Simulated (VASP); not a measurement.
# Be3S5 (P4/mmm) in VASP: notebook, part 2 of 2

VASP 6.6.1.

### Step 3. Single point, PBE

This run uses another cell than the first one, of 17.26 Å³/atom, 1.148 times its volume.

INCAR

```
ALGO = Normal ; EDIFF = 1E-6
ENCUT = 600 ; GGA = PE
GGA_COMPAT = F ; ISIF = 2
ISMEAR = 0 ; LASPH = T
LCHARG = T ; LELF = T
LREAL = F ; LVHAR = T
LWAVE = F ; NBANDS = 28
NELM = 120 ; PREC = Accurate
SIGMA = 0.2
```

KPOINTS

```
k-points
0
Gamma
  4 4 2
```

POSCAR

```
Be3S5
1.0
    3.6406363392      0.0000000000      0.0000000000
    0.0000000000      3.6406363392      0.0000000000
    0.0000000000      0.0000000000     10.4203565389
Be S
3 5
Direct
    0.0000000000      0.0000000000      0.5000000000
    0.5000000000      0.5000000000      0.0000000000
    0.5000000000      0.5000000000      0.5000000000
    0.0000000000      0.5000000000      0.3471246705
    0.0000000000      0.5000000000      0.6528753295
    0.5000000000      0.0000000000      0.3471246705
    0.5000000000      0.0000000000      0.6528753295
    0.0000000000      0.0000000000      0.0000000000
```

Potentials or basis: VASP PAW PBE potentials, release 64 (Be, S).

Run with:

```console
> cat potpaw_PBE.64/Be/POTCAR potpaw_PBE.64/S/POTCAR > POTCAR
> mpirun -np 1 vasp_std > vasp.out
```

OUTCAR:

```text
EDIFF = 1E-6
   ENCUT = 600
   GGA = PE
   ISIF = 2
   ISMEAR = 0
   LASPH = T
   LREAL = F
   NELM = 120
   PREC = Accurate

 ion  position               nearest neighbor table
   1  0.000  0.000  0.500-   4 2.42   5 2.42   6 2.42   7 2.42   4 2.42   5 2.42   6 2.42   7 2.42

   2  0.500  0.500  0.000-   8 2.57   8 2.57   8 2.57   8 2.57
   3  0.500  0.500  0.500-   4 2.42   5 2.42   6 2.42   7 2.42   6 2.42   7 2.42   4 2.42   5 2.42

   4  0.000  0.500  0.347-   1 2.42   3 2.42   1 2.42   3 2.42   6 2.57   6 2.57   6 2.57   6 2.57

   5  0.000  0.500  0.653-   1 2.42   3 2.42   1 2.42   3 2.42   7 2.57   7 2.57   7 2.57   7 2.57

   6  0.500  0.000  0.347-   1 2.42   3 2.42   3 2.42   1 2.42   4 2.57   4 2.57   4 2.57   4 2.57

   7  0.500  0.000  0.653-   1 2.42   3 2.42   3 2.42   1 2.42   5 2.57   5 2.57   5 2.57   5 2.57

   8  0.000  0.000  0.000-   2 2.57   2 2.57   2 2.57   2 2.57

  LATTYP: Found a simple tetragonal cell.
 ALAT       =     3.6406363392
 C/A-ratio  =     2.8622349414

  Lattice vectors:

 A1 = (   3.6406363392,   0.0000000000,   0.0000000000)
[... 182 lines left out ...]
 Fermi energy:         4.8302088013

 k-point     1 :       0.0000    0.0000    0.0000
  band No.  band energies     occupation
      1     -12.3408      2.00000
      2     -11.5201      2.00000
      3      -7.0698      2.00000
      4      -5.9255      2.00000
      5      -5.2736      2.00000
      6      -3.1664      2.00000
[... 361 lines left out ...]
     27       9.7889      0.00000
     28       9.7889      0.00000

------------------------ aborting loop because EDIFF is reached ----------------------------------------

  FORCE on cell =-STRESS in cart. coord.  units (eV):
  Direction    XX          YY          ZZ          XY          YZ          ZX
  --------------------------------------------------------------------------------------
  -------------------------------------------------------------------------------------
  Total        0.2774855      0.2774855      0.0369819      0.0000000     -0.0000000      0.0000000
  in kB        3.2189461      3.2189461      0.4290054      0.0000000     -0.0000000      0.0000000
  external PRESSURE =       2.2889659 kB  Pullay stress =       0.0000000 kB

 VOLUME and BASIS-vectors are now :
 -----------------------------------------------------------------------------
  energy-cutoff  :      600.00
  volume of cell :      138.11
      direct lattice vectors                 reciprocal lattice vectors
     3.640636339  0.000000000  0.000000000     0.274677256  0.000000000  0.000000000
     0.000000000  3.640636339  0.000000000     0.000000000  0.274677256  0.000000000
     0.000000000  0.000000000 10.420356539     0.000000000  0.000000000  0.095966006

 POSITION                                       TOTAL-FORCE (eV/Angst)
 -----------------------------------------------------------------------------------
      0.00000      0.00000      5.21018         0.000000      0.000000      0.000000
      1.82032      1.82032      0.00000         0.000000      0.000000      0.000000
      1.82032      1.82032      5.21018         0.000000      0.000000      0.000000
      0.00000      1.82032      3.61716        -0.000000      0.000000      0.059942
      0.00000      1.82032      6.80319         0.000000      0.000000     -0.059942
      1.82032      0.00000      3.61716         0.000000     -0.000000      0.059942
      1.82032      0.00000      6.80319         0.000000      0.000000     -0.059942
      0.00000      0.00000      0.00000         0.000000      0.000000      0.000000
 -----------------------------------------------------------------------------------
    total drift:                                0.000000      0.000000     -0.000000

  FREE ENERGIE OF THE ION-ELECTRON SYSTEM (eV)
  ---------------------------------------------------
  free  energy   TOTEN  =       -28.2982276137 eV

  energy  without entropy=      -28.2698678101  energy(sigma->0) =      -28.28404771
```

OSZICAR:

```text
N       E                     dE             d eps       ncg     rms          rms(c)
DAV:   1     0.171172870968E+03    0.17117E+03   -0.16246E+04   672   0.123E+03
DAV:   2    -0.110332654479E+02   -0.18221E+03   -0.17135E+03   896   0.205E+02
DAV:   3    -0.285929854399E+02   -0.17560E+02   -0.16848E+02   864   0.657E+01
DAV:   4    -0.290896882090E+02   -0.49670E+00   -0.49345E+00   872   0.119E+01
DAV:   5    -0.291014280231E+02   -0.11740E-01   -0.11725E-01   904   0.190E+00    0.222E+01
DAV:   6    -0.283567496846E+02    0.74468E+00   -0.13818E+00   764   0.391E+00    0.131E+01
DAV:   7    -0.283121556946E+02    0.44594E-01   -0.61114E-01   836   0.312E+00    0.202E+00
DAV:   8    -0.282987646518E+02    0.13391E-01   -0.10762E-01   756   0.122E+00    0.560E-01
DAV:   9    -0.282980549094E+02    0.70974E-03   -0.66063E-03   812   0.377E-01    0.309E-01
DAV:  10    -0.282981796992E+02   -0.12479E-03   -0.12314E-03   804   0.152E-01    0.577E-02
DAV:  11    -0.282982099562E+02   -0.30257E-04   -0.27280E-04   752   0.600E-02    0.418E-02
DAV:  12    -0.282982131123E+02   -0.31562E-05   -0.26240E-05   828   0.197E-02    0.271E-02
DAV:  13    -0.282982274814E+02   -0.14369E-04   -0.19447E-05   724   0.176E-02    0.959E-03
DAV:  14    -0.282982276137E+02   -0.13238E-06   -0.80985E-07   640   0.362E-03
   1 F= -.28298228E+02 E0= -.28284048E+02  d E =-.283598E-01
```

stdout:

```text
POSCAR found type information on POSCAR BeS
 POSCAR found :  2 types and       8 ions
 scaLAPACK will be used
 LDA part: xc-table for (Slater+PW92), standard interpolation
 POSCAR, INCAR and KPOINTS ok, starting setup
 FFT: planning ... GRIDC
 FFT: planning ... GRID_SOFT
 FFT: planning ... GRID
 WAVECAR not read
 entering main loop
```

It took 36 s on 1 thread of Intel Xeon 6975P-C (Granite Rapids), shared host; peak memory 0.26 GiB.

What came out:

| Quantity | Value |
| --- | --- |
| Free energy | -28.2982 eV |
| Pressure | 0.2 GPa |
| Largest force | 0.060 eV/Å |
| Band gap on the k mesh | zero (band 18 reaches 5.36 eV, above the bottom of band 19 at 3.85 eV) |

Forces in eV/Å, atoms in the order of the input:
```
Be   0.000  0.000  0.000
Be   0.000  0.000  0.000
Be   0.000  0.000  0.000
S    0.000  0.000  0.060
S    0.000  0.000 -0.060
S    0.000  0.000  0.060
S    0.000  0.000 -0.060
S    0.000  0.000  0.000
```

Stress tensor (GPa, compression positive):
```
0.32 0.00 0.00
0.00 0.32 0.00
0.00 0.00 0.04
```

Caveat: the k points lie up to 0.43 Å⁻¹ apart; this functional lacks dispersion, which binds the layers, so the pressure and a relaxed spacing across them are unreliable.
